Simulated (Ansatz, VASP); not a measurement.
## One calculation of Pb, two programs

Contents of INCAR:

```
PREC = Accurate
ENCUT = 520
EDIFF = 1E-6
ISMEAR = 0
SIGMA = 0.1
LREAL = False
LASPH = True
NELM = 100
ALGO = Fast
ISIF = 2
LWAVE = False
LCHARG = True
GGA = PE
LELF = True
LVHAR = True
NBANDS = 21
```

KPOINTS

```
regular mesh
0
Gamma
  12 12 8
```

The input POSCAR:

```
Pb
1.0
    3.4836198913      0.0000000000      0.0000000000
   -1.7418099457      3.0169033230      0.0000000000
    0.0000000000      0.0000000000      5.2604136000
Pb
2
Direct
    0.3333333333      0.6666666667      0.2607334526
    0.6666666667      0.3333333333      0.7392665474
```

Input for Ansatz:

```yaml
crystal:
  lattice:
    - [3.4836198913, 0.0, 0.0]
    - [-1.7418099457, 3.016903323, 0.0]
    - [0.0, 0.0, 5.2604136]
  atoms:
    - { symbol: Pb, position: [0.3333333333, 0.6666666667, 0.2607334526] }
    - { symbol: Pb, position: [0.6666666667, 0.3333333333, 0.7392665474] }
basis:
  ecutwfc: 420
kpoints:
  mp_grid: { grid: [12, 12, 8] }
hamiltonian:
  xc: pbe
scf:
  occupations: { method: gaussian, width: 0.1 }
output:
  forces: true
  stress: true
  eigenvalues: true
```

Alike in both runs: task single point; functional PBE; k mesh 12 × 12 × 8; occupations gaussian, width 0.1 eV; no spin polarisation.

```csv
,VASP,Ansatz
version,VASP 6.6.1,Ansatz 0.2.0
potentials or method,"VASP PAW PBE potentials, release 64 (Pb_d), cutoff 520 eV","scalar-relativistic, plane waves, PAW"
valence electrons in the cell,28,28
```

```tsv
	VASP	Ansatz	Ansatz less VASP
gap on the k mesh at the Fermi level (eV)	none	none	-
pressure (GPa)	8.6	8.6	+0.06
traceless stress, the component that is largest in VASP (GPa)	2.95	2.93	-0.022
rms of the force components (eV/Å)	0.299	0.298	-0.0008
```

Atom by atom the forces differ by 0.001 eV/Å (rms over components). A gap of «none» marks a metal or a gap that the smearing closes. With one functional, cell and mesh, what is left measures potentials, basis and numerics.

Neither program's run includes spin-orbit coupling.
